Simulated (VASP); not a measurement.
# AlNi (WC type) (P-6m2) in VASP: a series of runs

The runs below take AlNi (WC type) through single point, relaxation of cell and atoms, with PBE.

Everything below comes from runs of VASP 6.6.1. Logs are shortened: lines on timing, memory, paths and dates and some standing lists are left out, and cuts for length are marked.

### 1 The cell of the first run

It takes space group P-6m2 (No. 187, hexagonal). The conventional cell has a = 2.370 Å, b = 2.370 Å, c = 3.450 Å, α = 90.00°, β = 90.00°, γ = 120.00°. Ni (site symmetry -6m2) has 6 Al at 2.20 Å and 6 Ni at 2.37 Å within 2.9 Å. Within 2.9 Å of Al (site symmetry -6m2) lie 6 Ni at 2.20 Å and 6 Al at 2.37 Å.

### 2 Single point, PBE

The input, INCAR:

```
SYSTEM = AlNi
  PREC = Accurate
  ENCUT = 520
  EDIFF = 1E-6
  ISMEAR = -1
  SIGMA = 0.05
  LREAL = .False.
  LASPH = .True.
  NELM = 80
  ALGO = Normal
  ISIF = 2
  LWAVE = .False.
  LCHARG = .False.
  GGA = PE
  NBANDS = 14
```

The input, KPOINTS:

```
Automatic mesh
0
Gamma
  16 16 14
  0 0 0
```

The input, POSCAR:

```
AlNi
1.0
    2.3700701802      0.0000000000      0.0000000000
   -1.1850350901      2.0525409848      0.0000000000
    0.0000000000      0.0000000000      3.4498083463
Ni Al
1 1
Direct
    0.0000000000      0.0000000000      0.0000000000
    0.3333333333      0.6666666667      0.5000000000
```

Potentials or basis: VASP PAW PBE potentials, release 64 (Ni, Al).

The run is started by

```
$ cat potpaw_PBE.64/Ni/POTCAR potpaw_PBE.64/Al/POTCAR > POTCAR
$ mpirun -np 1 vasp_std > vasp.out
```

OUTCAR:

```text
SYSTEM = AlNi
   PREC = Accurate
   ENCUT = 520
   EDIFF = 1E-6
   ISMEAR = -1
   LREAL = .False.
   LASPH = .True.
   NELM = 80
   ISIF = 2
   GGA = PE

 ion  position               nearest neighbor table
   1  0.000  0.000  0.000-   2 2.20   2 2.20   2 2.20   2 2.20   2 2.20   2 2.20
   2  0.333  0.667  0.500-   1 2.20   1 2.20   1 2.20   1 2.20   1 2.20   1 2.20

  LATTYP: Found a hexagonal cell.
 ALAT       =     2.3700701802
 C/A-ratio  =     1.4555722337

  Lattice vectors:

 A1 = (   2.3700701802,   0.0000000000,   0.0000000000)
 A2 = (  -1.1850350901,   2.0525409848,   0.0000000000)
 A3 = (   0.0000000000,   0.0000000000,   3.4498083463)

Analysis of symmetry for initial positions (statically):
=====================================================================
 Subroutine PRICEL returns:
 Original cell was already a primitive cell.

 Routine SETGRP: Setting up the symmetry group for a
 hexagonal supercell.

 Subroutine GETGRP returns: Found 12 space group operations
 (whereof 12 operations were pure point group operations)
 out of a pool of 24 trial point group operations.

The static configuration has the point symmetry D_3h.

Analysis of symmetry for dynamics (positions and initial velocities):
=====================================================================
 Subroutine PRICEL returns:
 Original cell was already a primitive cell.

 Routine SETGRP: Setting up the symmetry group for a
 hexagonal supercell.

 Subroutine GETGRP returns: Found 12 space group operations
 (whereof 12 operations were pure point group operations)
 out of a pool of 24 trial point group operations.

The dynamic configuration has the point symmetry D_3h.

 Subroutine INISYM returns: Found 12 space group operations
 (whereof 12 operations are pure point group operations),
 and found     1 'primitive' translations

----------------------------------------------------------------------------------------

                                     Primitive cell

  volume of cell :      16.7822

  direct lattice vectors                    reciprocal lattice vectors
     2.370070180  0.000000000  0.000000000     0.421928434  0.243600495  0.000000000
    -1.185035090  2.052540985  0.000000000     0.000000000  0.487200990  0.000000000
     0.000000000  0.000000000  3.449808346     0.000000000  0.000000000  0.289871175
[... 78 lines left out ...]
   ISPIN  =      1    spin polarized calculation?
   LNONCOLLINEAR =      F non collinear calculations
   LSORBIT =      F    spin-orbit coupling
   LASPH  =      T    aspherical Exc in radial PAW
   ENCUT  =  520.0 eV  38.22 Ry    6.18 a.u.   4.41  4.41  6.41*2*pi/ulx,y,z
   NELM   =     80;   NELMIN=  2; NELMDL= -5     # of ELM steps
   EDIFF  = 0.1E-05   stopping-criterion for ELM
   LREAL  =      F    real-space projection
[... 7 lines left out ...]
   TEBEG  =    0.0;   TEEND  =   0.0 temperature during run
   PSTRESS=    0.0 pullay stress
   NELECT =      13.0000    total number of electrons
   NUPDOWN=      -1.0000    fix difference up-down
   EMIN   =  10.00;   EMAX   =-10.00  energy-range for DOS
   EFERMI =   0.00;   METHOD = LEGACY
   ISMEAR =    -1;   SIGMA  =   0.05  broadening in eV -4-tet -1-fermi 0-gaus
   EFERMI_NEDOS =   21; number of points for ismear=-14 and -15
   IALGO  =     38    algorithm
   IMIX   =      4    mixing-type and parameters
     AMIX     =   0.40;   BMIX     =  1.00
     AMIX_MAG =   1.60;   BMIX_MAG =  1.00
  volume/ion in A,a.u.               =       8.39        56.63
  Fermi-wavevector in a.u.,A,eV,Ry     =   1.503511  2.841224 30.756587  2.260545
  Thomas-Fermi vector in A             =   2.614612
   LORBIT       =      0    0 simple, 1 ext, 2 COOP (PROOUT), +10 PAW based schemes
   GGA     = PE    functional components
   LHFCALC =     F    Hartree Fock is set to
   AEXX    =    0.0000 exact exchange contribution
   IVDW    =     0    specifies the selected vdW correction
   LEPSILON=     F    determine dielectric tensor
   LRPA    =     F    only Hartree local field effects (RPA)
 non-spin polarized calculation
  energy-cutoff  :      520.00
  volume of cell :       16.78
 maximum number of plane-waves:       474
 NGX is ok and might be reduce to    18
   NGX =  9   NGY =  9   NGZ = 13

 number of electron      13.0000007 magnetization

 Free energy of the ion-electron system (eV)
  ---------------------------------------------------
  ext. energy  EPLUGINS =         0.00000000
  ---------------------------------------------------
  free energy    TOTEN  =        -7.61229505 eV

  energy without entropy =       -7.60731961  energy(sigma->0) =       -7.60980733

 E-fermi :  15.4252     XC(G=0): -13.8739

 val. band max:       15.4154393030   @ k =   0.3750   0.1250   0.3571
 cond. band min:      15.4448056427   @ k =   0.1875   0.1875   0.2143
 fundamental gap:      0.0293663397
 Fermi energy:        15.4252174077

 k-point     1 :       0.0000    0.0000    0.0000
  band No.  band energies     occupation
      1       1.4034      2.00000
      2       9.3872      2.00000
      3      12.4636      2.00000
      4      12.4636      2.00000
      5      12.7371      2.00000
      6      13.3874      2.00000
      7      13.3874      2.00000
      8      19.0787      0.00000
      9      31.3504      0.00000
     10      31.3504      0.00000
     11      35.5144      0.00000
     12      36.7469      0.00000
     13      36.7469      0.00000
     14      38.9897      0.00000
[... 377 lines left out ...]
      1       6.1175      2.00000
      2      10.5192      2.00000
      3      10.7473      2.00000
      4      11.1861      2.00000
      5      12.4317      2.00000
      6      14.5177      2.00000
      7      18.5988      0.00000
      8      19.4652      0.00000
      9      20.1184      0.00000
     10      24.3962      0.00000
     11      29.3129      0.00000
     12      31.2193      0.00000
     13      32.8854      0.00000
     14      35.7592      0.00000

 [... further k-points ...]
[... 5 lines left out ...]
  --------------------------------------------------------------------------------------
  -------------------------------------------------------------------------------------
  Total       14.6682716     14.6682716     14.6363276      0.0000000     -0.0000000      0.0000000
  in kB     1400.3658586   1400.3658586   1397.3161944      0.0000000     -0.0000000      0.0000000
  external PRESSURE =    1399.3493039 kB  Pullay stress =       0.0000000 kB

 VOLUME and BASIS-vectors are now :
 -----------------------------------------------------------------------------
  energy-cutoff  :      520.00
  volume of cell :       16.78
      direct lattice vectors                 reciprocal lattice vectors
     2.370070180  0.000000000  0.000000000     0.421928434  0.243600495  0.000000000
    -1.185035090  2.052540985  0.000000000     0.000000000  0.487200990  0.000000000
     0.000000000  0.000000000  3.449808346     0.000000000  0.000000000  0.289871175

 POSITION                                       TOTAL-FORCE (eV/Angst)
 -----------------------------------------------------------------------------------
      0.00000      0.00000      0.00000         0.000000      0.000000      0.000000
     -0.00000      1.36836      1.72490        -0.000000     -0.000000      0.000000
 -----------------------------------------------------------------------------------
    total drift:                                0.000000     -0.000000      0.000000

  FREE ENERGIE OF THE ION-ELECTRON SYSTEM (eV)
  ---------------------------------------------------
  free  energy   TOTEN  =        -7.6122950513 eV

  energy  without entropy=       -7.6073196126  energy(sigma->0) =       -7.60980733
```

OSZICAR:

```text
N       E                     dE             d eps       ncg     rms          rms(c)
DAV:   1     0.465028703243E+02    0.46503E+02   -0.55665E+03  7030   0.108E+03
DAV:   2    -0.769620274576E+01   -0.54199E+02   -0.48887E+02  7344   0.199E+02
DAV:   3    -0.955112869054E+01   -0.18549E+01   -0.18434E+01  8148   0.389E+01
DAV:   4    -0.957350960999E+01   -0.22381E-01   -0.22375E-01  8248   0.400E+00
DAV:   5    -0.957410792678E+01   -0.59832E-03   -0.59831E-03  8464   0.683E-01    0.168E+01
DAV:   6    -0.101072923616E+02   -0.53318E+00   -0.37639E+01  8418   0.975E+01    0.125E+01
DAV:   7    -0.767641761983E+01    0.24309E+01   -0.12079E+01  8202   0.572E+01    0.289E+00
DAV:   8    -0.763209652569E+01    0.44321E-01   -0.86058E-02  8120   0.268E+00    0.145E+00
DAV:   9    -0.761238243538E+01    0.19714E-01   -0.46406E-02  9096   0.325E+00    0.242E-01
DAV:  10    -0.761231116664E+01    0.71269E-04   -0.12185E-03  9026   0.495E-01    0.101E-01
DAV:  11    -0.761230045377E+01    0.10713E-04   -0.42275E-05  8526   0.542E-02    0.424E-02
DAV:  12    -0.761229513174E+01    0.53220E-05   -0.24373E-05  8532   0.825E-02    0.192E-02
DAV:  13    -0.761229505129E+01    0.80454E-07   -0.58525E-07  4868   0.843E-03
   1 F= -.76122951E+01 E0= -.76098073E+01  d E =-.497544E-02
```

Wall time 74 s (1 thread of AMD EPYC 7R13, shared host); peak memory 0.14 GiB.

What came out:

```yaml
Free_energy: -7.6123 eV
Pressure: 139.9 GPa
```

Stress tensor (GPa, compression positive):
```
140.04   0.00   0.00
  0.00 140.04   0.00
  0.00   0.00 139.73
```

### 3 Single point, PBE

The input, INCAR:

```
  PREC = Accurate
  ENCUT = 520
  EDIFF = 1E-6
  ISMEAR = -1
  SIGMA = 0.05
  LREAL = F
  LASPH = T
  NELM = 80
  ALGO = Normal
  ISIF = 2
  LWAVE = F
  LCHARG = T
  GGA = PE
  LELF = T
  LVHAR = T
  NBANDS = 14
```

The input, KPOINTS:

```
regular mesh
0
Gamma
  16 16 14
```

The input, POSCAR:

```
AlNi
1.0
    2.3693204897      0.0000000000      0.0000000000
   -1.1846602449      2.0518917338      0.0000000000
    0.0000000000      0.0000000000      3.4483314444
Ni Al
1 1
Direct
    0.0000000000      0.0000000000      0.0000000000
    0.3333333333      0.6666666667      0.5000000000
```

Potentials or basis: VASP PAW PBE potentials, release 64 (Ni, Al).

The run is started by

```
$ cat potpaw_PBE.64/Ni/POTCAR potpaw_PBE.64/Al/POTCAR > POTCAR
$ mpirun -np 1 vasp_std > vasp.out
```

OUTCAR:

```text
PREC = Accurate
   ENCUT = 520
   EDIFF = 1E-6
   ISMEAR = -1
   LREAL = F
   LASPH = T
   NELM = 80
   ISIF = 2
   GGA = PE

 ion  position               nearest neighbor table
   1  0.000  0.000  0.000-   2 2.20   2 2.20   2 2.20   2 2.20   2 2.20   2 2.20
   2  0.333  0.667  0.500-   1 2.20   1 2.20   1 2.20   1 2.20   1 2.20   1 2.20

  LATTYP: Found a hexagonal cell.
 ALAT       =     2.3693204897
 C/A-ratio  =     1.4554094557

  Lattice vectors:

 A1 = (   2.3693204897,   0.0000000000,   0.0000000000)
 A2 = (  -1.1846602449,   2.0518917338,   0.0000000000)
 A3 = (   0.0000000000,   0.0000000000,   3.4483314444)

Analysis of symmetry for initial positions (statically):
=====================================================================
 Subroutine PRICEL returns:
 Original cell was already a primitive cell.

 Routine SETGRP: Setting up the symmetry group for a
 hexagonal supercell.

 Subroutine GETGRP returns: Found 12 space group operations
 (whereof 12 operations were pure point group operations)
 out of a pool of 24 trial point group operations.

The static configuration has the point symmetry D_3h.

Analysis of symmetry for dynamics (positions and initial velocities):
=====================================================================
 Subroutine PRICEL returns:
 Original cell was already a primitive cell.

 Routine SETGRP: Setting up the symmetry group for a
 hexagonal supercell.

 Subroutine GETGRP returns: Found 12 space group operations
 (whereof 12 operations were pure point group operations)
 out of a pool of 24 trial point group operations.

The dynamic configuration has the point symmetry D_3h.

 Subroutine INISYM returns: Found 12 space group operations
 (whereof 12 operations are pure point group operations),
 and found     1 'primitive' translations

[... 117 lines left out ...]
  Thomas-Fermi vector in A             =   2.615074
   LORBIT       =      0    0 simple, 1 ext, 2 COOP (PROOUT), +10 PAW based schemes
   GGA     = PE    functional components
   LHFCALC =     F    Hartree Fock is set to
   AEXX    =    0.0000 exact exchange contribution
   IVDW    =     0    specifies the selected vdW correction
   LEPSILON=     F    determine dielectric tensor
   LRPA    =     F    only Hartree local field effects (RPA)
 non-spin polarized calculation
  energy-cutoff  :      520.00
  volume of cell :       16.76
 maximum number of plane-waves:       474
 NGX is ok and might be reduce to    18
   NGX =  9   NGY =  9   NGZ = 13

 number of electron      13.0000008 magnetization

 Free energy of the ion-electron system (eV)
  ---------------------------------------------------
  ext. energy  EPLUGINS =         0.00000000
  ---------------------------------------------------
  free energy    TOTEN  =        -7.59670738 eV

  energy without entropy =       -7.59173188  energy(sigma->0) =       -7.59421963

 E-fermi :  15.4450     XC(G=0): -13.8797

 val. band max:       15.4345787771   @ k =   0.3750   0.1250   0.3571
 cond. band min:      15.4649899869   @ k =   0.1875   0.1875   0.2143
 fundamental gap:      0.0304112098
 Fermi energy:        15.4449730305

 k-point     1 :       0.0000    0.0000    0.0000
  band No.  band energies     occupation
      1       1.4138      2.00000
      2       9.3988      2.00000
      3      12.4784      2.00000
      4      12.4784      2.00000
      5      12.7565      2.00000
      6      13.4037      2.00000
      7      13.4037      2.00000
      8      19.1038      0.00000
      9      31.3754      0.00000
     10      31.3754      0.00000
     11      35.5409      0.00000
     12      36.7832      0.00000
     13      36.7832      0.00000
     14      39.0224      0.00000
[... 377 lines left out ...]
      1       6.1304      2.00000
      2      10.5323      2.00000
      3      10.7598      2.00000
      4      11.1992      2.00000
      5      12.4465      2.00000
      6      14.5358      2.00000
      7      18.6204      0.00000
      8      19.4885      0.00000
      9      20.1419      0.00000
     10      24.4255      0.00000
     11      29.3418      0.00000
     12      31.2487      0.00000
     13      32.9168      0.00000
     14      35.7936      0.00000

 [... further k-points ...]
[... 5 lines left out ...]
  --------------------------------------------------------------------------------------
  -------------------------------------------------------------------------------------
  Total       14.7217654     14.7217654     14.7012101     -0.0000000      0.0000000      0.0000000
  in kB     1406.9647618   1406.9647618   1405.0002798     -0.0000000      0.0000000      0.0000000
  external PRESSURE =    1406.3099345 kB  Pullay stress =       0.0000000 kB

 VOLUME and BASIS-vectors are now :
 -----------------------------------------------------------------------------
  energy-cutoff  :      520.00
  volume of cell :       16.76
      direct lattice vectors                 reciprocal lattice vectors
     2.369320490  0.000000000  0.000000000     0.422061939  0.243677574  0.000000000
    -1.184660245  2.051891734  0.000000000     0.000000000  0.487355148  0.000000000
     0.000000000  0.000000000  3.448331444     0.000000000  0.000000000  0.289995326

 POSITION                                       TOTAL-FORCE (eV/Angst)
 -----------------------------------------------------------------------------------
      0.00000      0.00000      0.00000         0.000000     -0.000000      0.000000
     -0.00000      1.36793      1.72417        -0.000000      0.000000      0.000000
 -----------------------------------------------------------------------------------
    total drift:                                0.000000     -0.000000      0.000000

  FREE ENERGIE OF THE ION-ELECTRON SYSTEM (eV)
  ---------------------------------------------------
  free  energy   TOTEN  =        -7.5967073776 eV

  energy  without entropy=       -7.5917318769  energy(sigma->0) =       -7.59421963
```

OSZICAR:

```text
N       E                     dE             d eps       ncg     rms          rms(c)
DAV:   1     0.472445370854E+02    0.47245E+02   -0.55842E+03  6960   0.108E+03
DAV:   2    -0.761164186858E+01   -0.54856E+02   -0.49258E+02  7404   0.198E+02
DAV:   3    -0.953477891971E+01   -0.19231E+01   -0.19098E+01  8082   0.396E+01
DAV:   4    -0.955818859626E+01   -0.23410E-01   -0.23403E-01  8190   0.407E+00
DAV:   5    -0.955883083141E+01   -0.64224E-03   -0.64222E-03  8440   0.716E-01    0.168E+01
DAV:   6    -0.100853431534E+02   -0.52651E+00   -0.37569E+01  8430   0.974E+01    0.125E+01
DAV:   7    -0.766108410855E+01    0.24243E+01   -0.12056E+01  8172   0.572E+01    0.290E+00
DAV:   8    -0.761648463652E+01    0.44599E-01   -0.85546E-02  8108   0.267E+00    0.145E+00
DAV:   9    -0.759679391968E+01    0.19691E-01   -0.46268E-02  9054   0.325E+00    0.242E-01
DAV:  10    -0.759672308022E+01    0.70839E-04   -0.12091E-03  9024   0.492E-01    0.101E-01
DAV:  11    -0.759671269476E+01    0.10385E-04   -0.42066E-05  8612   0.539E-02    0.424E-02
DAV:  12    -0.759670745408E+01    0.52407E-05   -0.23978E-05  8496   0.819E-02    0.191E-02
DAV:  13    -0.759670737761E+01    0.76474E-07   -0.57091E-07  4824   0.835E-03
   1 F= -.75967074E+01 E0= -.75942196E+01  d E =-.497550E-02
```

It took 79 s on 1 thread of AMD EPYC 7R13, shared host; peak memory 0.14 GiB.

Results:

| Quantity | Value |
| --- | --- |
| Free energy | -7.5967 eV |
| Pressure | 140.6 GPa |

Stress tensor (GPa, compression positive):
```
140.70   0.00   0.00
  0.00 140.70   0.00
  0.00   0.00 140.50
```

Levels at points of the mesh, in eV from the Fermi level:
```csv
k point,band 3,band 4,band 5,band 6,band 7,band 8,band 9,band 10,band 11,band 12
"(0.00, 0.00, 0.00)",-2.97,-2.97,-2.69,-2.04,-2.04,3.66,15.93,15.93,20.10,21.34
"(0.50, 0.00, 0.00)",-5.31,-4.90,-2.60,-0.67,1.04,4.95,6.93,10.35,10.98,12.38
"(0.00, 0.00, 0.50)",-4.05,-2.97,-2.97,-2.14,-2.14,10.72,17.21,17.21,17.90,21.43
"(0.50, 0.00, 0.50)",-4.05,-3.17,-2.71,-1.82,-0.67,2.26,4.19,12.56,14.38,14.58
```

[end of part 1 of 2]
